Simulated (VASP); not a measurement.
# SnO2 (Pnnm) in VASP: single point with LDA

Aim: the single point of SnO2 with LDA.

Program: VASP 6.6.1. These are calculated values, not measurements. Logs are shortened: lines on timing, memory, paths and dates and some standing lists are left out, and cuts for length are marked.

## 1. The cell of the first run

It takes space group Pnnm (No. 58, orthorhombic). Conventional cell: a = 4.931 Å, b = 4.931 Å, c = 3.331 Å, α = 90.00°, β = 90.00°, γ = 90.00°. Within 2.7 Å of Sn (site symmetry 2/m) lie 6 O at 2.07 to 2.18 Å. Within 2.7 Å of O (site symmetry m) lie 3 Sn at 2.07 to 2.18 Å.

## 2. Single point, LDA

The input, INCAR:

```
SYSTEM = SnO2
PREC = Accurate ; ENCUT = 600
EDIFF = 1E-6 ; ISMEAR = 0
SIGMA = 0.05 ; LREAL = .FALSE.
LASPH = .TRUE. ; NELM = 120
ALGO = Normal ; ISIF = 2
LWAVE = .FALSE. ; LCHARG = .FALSE.
NBANDS = 35 ; GGA_COMPAT = .FALSE.
```

The input, KPOINTS:

```
Automatic mesh
0
Gamma
  8 8 10
  0.5 0.5 0.5
```

The input, POSCAR:

```
SnO2
1.0
    4.9308404756      0.0000000000      0.0000000000
    0.0000000000      4.9313636212      0.0000000000
    0.0000000000      0.0000000000      3.3311718629
Sn O
2 4
Direct
    0.5000000000      0.5000000000      0.5000000000
    0.0000000000      0.0000000000      0.0000000000
    0.3059920358      0.2888605067      0.0000000000
    0.8059920358      0.2111394933      0.5000000000
    0.1940079642      0.7888605067      0.5000000000
    0.6940079642      0.7111394933      0.0000000000
```

Potentials or basis: VASP PAW LDA potentials, release 64 (Sn_d, O).

Command:

```console
$ cat potpaw_LDA.64/Sn_d/POTCAR potpaw_LDA.64/O/POTCAR > POTCAR
$ mpirun -np 1 vasp_std > vasp.out
```

OUTCAR:

```text
SYSTEM = SnO2
   PREC = Accurate
   ENCUT = 600
   EDIFF = 1E-6
   ISMEAR = 0
   LREAL = .FALSE.
   LASPH = .TRUE.
   NELM = 120
   ISIF = 2

 ion  position               nearest neighbor table
   1  0.500  0.500  0.500-   4 2.07   5 2.07   3 2.18   6 2.18   3 2.18   6 2.18
   2  0.000  0.000  0.000-   3 2.07   6 2.07   5 2.18   4 2.18   4 2.18   5 2.18
   3  0.306  0.289  0.000-   2 2.07   1 2.18   1 2.18
   4  0.806  0.211  0.500-   1 2.07   2 2.18   2 2.18
   5  0.194  0.789  0.500-   1 2.07   2 2.18   2 2.18
   6  0.694  0.711  0.000-   2 2.07   1 2.18   1 2.18

  LATTYP: Found a simple orthorhombic cell.
 ALAT       =     3.3311718629
 B/A-ratio  =     1.4802119730
 C/A-ratio  =     1.4803690185

  Lattice vectors:

 A1 = (   0.0000000000,   0.0000000000,   3.3311718629)
 A2 = (   4.9308404756,   0.0000000000,   0.0000000000)
 A3 = (   0.0000000000,   4.9313636212,   0.0000000000)

Analysis of symmetry for initial positions (statically):
=====================================================================
 Subroutine PRICEL returns:
 Original cell was already a primitive cell.

 Routine SETGRP: Setting up the symmetry group for a
 simple orthorhombic supercell.

 Subroutine GETGRP returns: Found  8 space group operations
 (whereof  4 operations were pure point group operations)
 out of a pool of  8 trial point group operations.

The static configuration has the point symmetry C_2h.
 The point group associated with its full space group is D_2h.

Analysis of symmetry for dynamics (positions and initial velocities):
=====================================================================
 Subroutine PRICEL returns:
 Original cell was already a primitive cell.

 Routine SETGRP: Setting up the symmetry group for a
 simple orthorhombic supercell.

 Subroutine GETGRP returns: Found  8 space group operations
 (whereof  4 operations were pure point group operations)
 out of a pool of  8 trial point group operations.

The dynamic configuration has the point symmetry C_2h.
 The point group associated with its full space group is D_2h.

 Subroutine INISYM returns: Found  8 space group operations
 (whereof  4 operations are pure point group operations),
 and found     1 'primitive' translations

----------------------------------------------------------------------------------------

                                     Primitive cell

  volume of cell :      81.0000

  direct lattice vectors                    reciprocal lattice vectors
     4.930840476  0.000000000  0.000000000     0.202805182  0.000000000  0.000000000
     0.000000000  4.931363621  0.000000000     0.000000000  0.202783667  0.000000000
     0.000000000  0.000000000  3.331171863     0.000000000  0.000000000  0.300194659

  length of vectors
     4.930840476  4.931363621  3.331171863     0.202805182  0.202783667  0.300194659

  position of ions in fractional coordinates (direct lattice)
     0.500000000  0.500000000  0.500000000
     0.000000000  0.000000000  0.000000000
     0.305992036  0.288860507  0.000000000
     0.805992036  0.211139493  0.500000000
     0.194007964  0.788860507  0.500000000
     0.694007964  0.711139493  0.000000000

  ion indices of the primitive-cell ions
   primitive index   ion index
                 1           1
                 2           2
                 3           3
                 4           4
                 5           5
                 6           6

----------------------------------------------------------------------------------------

 KPOINTS: Automatic mesh

Automatic generation of k-mesh.
 Grid dimensions read from file:
 generate k-points for:    8    8   10

 Generating k-lattice:

  Cartesian coordinates                     Fractional coordinates (reciprocal lattice)
     0.025350648  0.000000000  0.000000000     0.125000000  0.000000000  0.000000000
     0.000000000  0.025347958  0.000000000     0.000000000  0.125000000  0.000000000
     0.000000000  0.000000000  0.030019466     0.000000000  0.000000000  0.100000000

  Length of vectors
     0.025350648  0.025347958  0.030019466

  Shift w.r.t. Gamma in fractional coordinates (k-lattice)
     0.500000000  0.500000000  0.500000000

 Subroutine IBZKPT returns following result:
 ===========================================

 Found     80 irreducible k-points:

 Following reciprocal coordinates:
            Coordinates               Weight
  0.062500  0.062500  0.050000      8.000000
  0.187500  0.062500  0.050000      8.000000
  0.312500  0.062500  0.050000      8.000000
  0.437500  0.062500  0.050000      8.000000
  0.062500  0.187500  0.050000      8.000000
  0.187500  0.187500  0.050000      8.000000
[... 16 lines left out ...]
  0.312500  0.187500  0.150000      8.000000
  0.437500  0.187500  0.150000      8.000000
 [... further k-points ...]
   k-points           NKPTS =     80   k-points in BZ     NKDIM =     80   number of bands    NBANDS=     35
   number of dos      NEDOS =    301   number of ions     NIONS =      6
   total plane-waves  NPLWV =  44800
   dimension x,y,z NGX =    40 NGY =   40 NGZ =   28
   dimension x,y,z NGXF=    80 NGYF=   80 NGZF=   56
   ions per type =               2   4
   NGX,Y,Z   is equivalent  to a cutoff of  13.49, 13.48, 13.97 a.u.
   NGXF,Y,Z  is equivalent  to a cutoff of  26.97, 26.97, 27.95 a.u.
 SYSTEM =  SnO2
   PREC   = accura    normal or accurate (medium, high low for compatibility)
   ISTART =      0    job   : 0-new  1-cont  2-samecut
   ICHARG =      2    charge: 1-file 2-atom 10-const
   ISPIN  =      1    spin polarized calculation?
   LNONCOLLINEAR =      F non collinear calculations
   LSORBIT =      F    spin-orbit coupling
   LASPH  =      T    aspherical Exc in radial PAW
   ENCUT  =  600.0 eV  44.10 Ry    6.64 a.u.   9.85  9.85  6.65*2*pi/ulx,y,z
   NELM   =    120;   NELMIN=  2; NELMDL= -5     # of ELM steps
   EDIFF  = 0.1E-05   stopping-criterion for ELM
   LREAL  =      F    real-space projection
   EDIFFG = 0.1E-04   stopping-criterion for IOM
   NSW    =      0    number of steps for IOM
   IBRION =     -1    ionic relax: 0-MD 1-quasi-New 2-CG
   NFREE  =      0    steps in history (QN), initial steepest desc. (CG)
   ISIF   =      2    stress and relaxation
   ISYM   =      2    0-nonsym 1-usesym 2-fastsym
   POTIM  = 0.5000    time-step for ionic-motion
   TEBEG  =    0.0;   TEEND  =   0.0 temperature during run
   PSTRESS=    0.0 pullay stress
   NELECT =      52.0000    total number of electrons
   NUPDOWN=      -1.0000    fix difference up-down
   EMIN   =  10.00;   EMAX   =-10.00  energy-range for DOS
   EFERMI =   0.00;   METHOD = LEGACY
   ISMEAR =     0;   SIGMA  =   0.05  broadening in eV -4-tet -1-fermi 0-gaus
   EFERMI_NEDOS =   21; number of points for ismear=-14 and -15
   IALGO  =     38    algorithm
   IMIX   =      4    mixing-type and parameters
     AMIX     =   0.40;   BMIX     =  1.00
     AMIX_MAG =   1.60;   BMIX_MAG =  1.00
  volume/ion in A,a.u.               =      13.50        91.10
  Fermi-wavevector in a.u.,A,eV,Ry     =   1.412259  2.668782 27.136477  1.994475
  Thomas-Fermi vector in A             =   2.534026
   LORBIT       =      0    0 simple, 1 ext, 2 COOP (PROOUT), +10 PAW based schemes
   GGA     = CA    functional components
   LHFCALC =     F    Hartree Fock is set to
   AEXX    =    0.0000 exact exchange contribution
   IVDW    =     0    specifies the selected vdW correction
   LEPSILON=     F    determine dielectric tensor
   LRPA    =     F    only Hartree local field effects (RPA)
 non-spin polarized calculation
 Gauss-broadening in eV      SIGMA  =   0.05
  energy-cutoff  :      600.00
  volume of cell :       81.00
 maximum number of plane-waves:      2726
 NGX is ok and might be reduce to    40
   NGX = 19   NGY = 19   NGZ = 13

 number of electron      52.0000003 magnetization

 Free energy of the ion-electron system (eV)
  ---------------------------------------------------
  ext. energy  EPLUGINS =         0.00000000
  ---------------------------------------------------
  free energy    TOTEN  =       -41.44432078 eV

  energy without entropy =      -41.44432077  energy(sigma->0) =      -41.44432077

 E-fermi :   4.5559     XC(G=0): -11.1760

 val. band max:        4.3863826007   @ k =   0.0625   0.0625   0.0500
 cond. band min:       4.7253358715   @ k =   0.0625   0.0625   0.0500
 fundamental gap:      0.3389532709
 Fermi energy:         4.5558634350

 k-point     1 :       0.0625    0.0625    0.0500
  band No.  band energies     occupation
      1     -16.4433      2.00000
      2     -15.9409      2.00000
      3     -15.8268      2.00000
      4     -15.7994      2.00000
      5     -15.7979      2.00000
      6     -15.7756      2.00000
[... 27 lines left out ...]
     34      15.3741      0.00000
     35      15.4556      0.00000

 k-point     2 :       0.1875    0.0625    0.0500
  band No.  band energies     occupation
      1     -16.4110      2.00000
      2     -15.9833      2.00000
      3     -15.8263      2.00000
      4     -15.8058      2.00000
      5     -15.7957      2.00000
      6     -15.7765      2.00000
[... 27 lines left out ...]
     34      15.3509      0.00000
     35      15.4970      0.00000

 k-point     3 :       0.3125    0.0625    0.0500
  band No.  band energies     occupation
      1     -16.3489      2.00000
      2     -16.0627      2.00000
      3     -15.8249      2.00000
      4     -15.8133      2.00000
      5     -15.7906      2.00000
      6     -15.7780      2.00000
[... 27 lines left out ...]
     34      15.5081      0.00000
     35      15.7048      0.00000

 k-point     4 :       0.4375    0.0625    0.0500
  band No.  band energies     occupation
      1     -16.2627      2.00000
      2     -16.1623      2.00000
      3     -15.8225      2.00000
      4     -15.8188      2.00000
      5     -15.7852      2.00000
      6     -15.7808      2.00000
[... 27 lines left out ...]
     34      15.2780      0.00000
     35      15.8276      0.00000

 k-point     5 :       0.0625    0.1875    0.0500
  band No.  band energies     occupation
      1     -16.4110      2.00000
      2     -15.9833      2.00000
      3     -15.8261      2.00000
      4     -15.8061      2.00000
      5     -15.7950      2.00000
      6     -15.7768      2.00000
[... 638 lines left out ...]
 k-point    22 :       0.1875    0.1875    0.1500
  band No.  band energies     occupation
      1     -16.3453      2.00000
      2     -16.0344      2.00000
      3     -15.8793      2.00000
      4     -15.8383      2.00000
      5     -15.7982      2.00000
      6     -15.7648      2.00000
[... 27 lines left out ...]
     34      15.2450      0.00000
     35      15.5685      0.00000

 k-point    23 :       0.3125    0.1875    0.1500
  band No.  band energies     occupation
      1     -16.3026      2.00000
      2     -16.0978      2.00000
      3     -15.8749      2.00000
      4     -15.8412      2.00000
      5     -15.7945      2.00000
      6     -15.7680      2.00000
[... 27 lines left out ...]
     34      15.3059      0.00000
     35      15.7777      0.00000

 k-point    24 :       0.4375    0.1875    0.1500
  band No.  band energies     occupation
      1     -16.2428      2.00000
      2     -16.1715      2.00000
      3     -15.8636      2.00000
      4     -15.8508      2.00000
      5     -15.7870      2.00000
      6     -15.7770      2.00000
[... 27 lines left out ...]
     34      15.1944      0.00000
     35      15.9027      0.00000

 [... further k-points ...]
[... 5 lines left out ...]
  --------------------------------------------------------------------------------------
  -------------------------------------------------------------------------------------
  Total       -9.2455693    -10.0155975    -11.7078976      0.0000000      0.0000000      0.0000000
  in kB     -182.8770553   -198.1081888   -231.5818293      0.0000000      0.0000000      0.0000000
  external PRESSURE =    -204.1890245 kB  Pullay stress =       0.0000000 kB

 VOLUME and BASIS-vectors are now :
 -----------------------------------------------------------------------------
  energy-cutoff  :      600.00
  volume of cell :       81.00
      direct lattice vectors                 reciprocal lattice vectors
     4.930840476  0.000000000  0.000000000     0.202805182  0.000000000  0.000000000
     0.000000000  4.931363621  0.000000000     0.000000000  0.202783667  0.000000000
     0.000000000  0.000000000  3.331171863     0.000000000  0.000000000  0.300194659

 POSITION                                       TOTAL-FORCE (eV/Angst)
 -----------------------------------------------------------------------------------
      2.46542      2.46568      1.66559         0.000000      0.000000      0.000000
      0.00000      0.00000      0.00000         0.000000      0.000000      0.000000
      1.50880      1.42448      0.00000         0.747379      0.882525      0.000000
      3.97422      1.04121      1.66559         0.747379     -0.882525      0.000000
      0.95662      3.89016      1.66559        -0.747379      0.882525     -0.000000
      3.42204      3.50689      0.00000        -0.747379     -0.882525     -0.000000
 -----------------------------------------------------------------------------------
    total drift:                                0.000000     -0.000000      0.000000

  FREE ENERGIE OF THE ION-ELECTRON SYSTEM (eV)
  ---------------------------------------------------
  free  energy   TOTEN  =       -41.4443207764 eV

  energy  without entropy=      -41.4443207692  energy(sigma->0) =      -41.44432077
```

Wall time 93 s (1 thread of AMD EPYC 9R45 (Zen 5), shared host); peak memory 0.29 GiB.

What came out:

* Free energy: -41.4443 eV
* Pressure: -20.4 GPa
* Largest force: 1.156 eV/Å
* Band gap on the k mesh: 0.34 eV

Forces on the atoms (eV/Å):
```
Sn   0.000  0.000  0.000
Sn   0.000  0.000  0.000
O    0.747  0.883  0.000
O    0.747 -0.883  0.000
O   -0.747  0.883  0.000
O   -0.747 -0.883  0.000
```

Levels at points of the mesh, in eV from the valence-band top:
```tsv
k point	band 22	band 23	band 24	band 25	band 26	band 27	band 28	band 29	band 30	band 31
(0.06, 0.06, 0.05)	-1.33	-1.28	-0.81	-0.61	0.00	0.34	5.08	5.57	5.63	8.62
```

Caveat: the cell stands under tension; semilocal functionals underestimate gaps, and a narrow one can read as zero; spin-orbit coupling is left out, which moves the levels of the heavy elements; a shifted mesh leaves out Γ, where band edges can lie; forces of over 1 eV/Å act on the atoms, so gaps and moduli don't describe the material at rest. A k mesh can miss the band edges.
